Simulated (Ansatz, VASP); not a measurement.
**One calculation of Rb, two programs**

```
Rb
1.0
    -2.95451    3.08746    2.73085
     2.95451   -3.08746    2.73085
     2.95451    3.08746   -2.73085
Rb
1
Direct
  0.00000 0.00000 0.00000
```

Change from the starting cell: strain +0.0450 x Voigt [0, 1, 0, 0, 0, 0], atoms carried along.

Alike in both runs: task single point; functional PBE; k mesh 12 × 12 × 12; occupations gaussian, width 0.15 eV; no spin polarisation.

|  | VASP | Ansatz |
| --- | --- | --- |
| version | VASP 6.6.1 | Ansatz 0.2.0 |
| potentials or method | VASP PAW PBE potentials, release 64 (Rb_sv), cutoff 520 eV | scalar-relativistic, plane waves, PAW |
| valence electrons in the cell | 9 | 9 |

|  | VASP | Ansatz | Ansatz less VASP |
| --- | --- | --- | --- |
| gap on the k mesh at the Fermi level (eV) | none | none | - |
| pressure (GPa) | -0.2 | -0.2 | 0.00 |

A gap of «none» marks a metal or a gap that the smearing closes. With one functional, cell and mesh, what is left measures potentials, basis and numerics.
